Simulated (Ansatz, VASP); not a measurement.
# Two plane-wave programs on Si4Ni2Cl

The input INCAR:

```
  PREC = Accurate
  ENCUT = 520
  EDIFF = 1E-6
  ISMEAR = 0
  SIGMA = 0.1
  LREAL = False
  LASPH = True
  NELM = 100
  ALGO = Normal
  ISIF = 2
  LWAVE = False
  LCHARG = True
  LDIPOL = True
  IDIPOL = 3
  DIPOL = 0.5 0.5 0.322
  GGA = PE
  IVDW = 12
  LELF = True
  LVHAR = True
  LVACPOTAV = True
  NBANDS = 30
```

The input KPOINTS:

```
Automatic mesh
0
Gamma
  9 9 1
```

The input POSCAR:

```
Si4Ni2Cl
1.0
    3.8050033500      0.0000000000      0.0000000000
   -1.9025016750      3.2952295626      0.0000000000
    0.0000000000      0.0000000000     21.9577179380
Si Ni Cl
4 2 1
Direct
    0.0000000000      0.0000000000      0.1821682932
    0.3333333333      0.6666666667      0.2529127174
    0.6666666667      0.3333333333      0.3239192436
    0.0000000000      0.0000000000      0.3897362177
    0.6666666667      0.3333333333      0.2175405053
    0.3333333333      0.6666666667      0.3579573843
    0.1666666667      0.6666666667      0.5309166449
```

Input for Ansatz:

```yaml
crystal:
  lattice:
    - [3.80500335, 0.0, 0.0]
    - [-1.902501675, 3.2952295626, 0.0]
    - [0.0, 0.0, 21.957717938]
  atoms:
    - { symbol: Si, position: [0.0, 0.0, 0.1821682932] }
    - { symbol: Ni, position: [0.6666666667, 0.3333333333, 0.2175405053] }
    - { symbol: Si, position: [0.3333333333, 0.6666666667, 0.2529127174] }
    - { symbol: Si, position: [0.6666666667, 0.3333333333, 0.3239192436] }
    - { symbol: Ni, position: [0.3333333333, 0.6666666667, 0.3579573843] }
    - { symbol: Si, position: [0.0, 0.0, 0.3897362177] }
    - { symbol: Cl, position: [0.1666666667, 0.6666666667, 0.5309166449] }
basis:
  ecutwfc: 420
kpoints:
  mp_grid: { grid: [9, 9, 1] }
hamiltonian:
  xc: pbe
  pseudopotentials: { kind: paw, azcp: { folder: soft_1 } }
  dispersion: d3bj
scf:
  occupations: { method: gaussian, width: 0.1 }
output:
  forces: true
  eigenvalues: true
efield:
  axis: 3
  dipole_correction: true
  ramp_width: 0.04
```

Alike in both runs: task single point; functional PBE; dispersion D3(BJ); k mesh 9 × 9 × 1; occupations gaussian, width 0.1 eV; no spin polarisation.

|  | VASP | Ansatz |
| --- | --- | --- |
| version | VASP 6.6.1 | Ansatz 0.2.0 |
| potentials or method | VASP PAW PBE potentials, release 64 (Si, Ni, Cl), cutoff 520 eV | scalar-relativistic, plane waves, PAW |
| valence electrons in the cell | 43 | 59 |

```tsv
	VASP	Ansatz	Ansatz less VASP
gap on the k mesh at the Fermi level (eV)	none	none	-
rms of the force components (eV/Å)	0.327	0.327	+0.0003
work function, face that differs most (eV)	4.47	4.46	-0.011
```

A gap of «none» marks a metal or a gap that the smearing closes. VASP's potentials hold 43 valence electrons a cell and Ansatz's 59, so a difference there can come from the potentials and not from the codes.
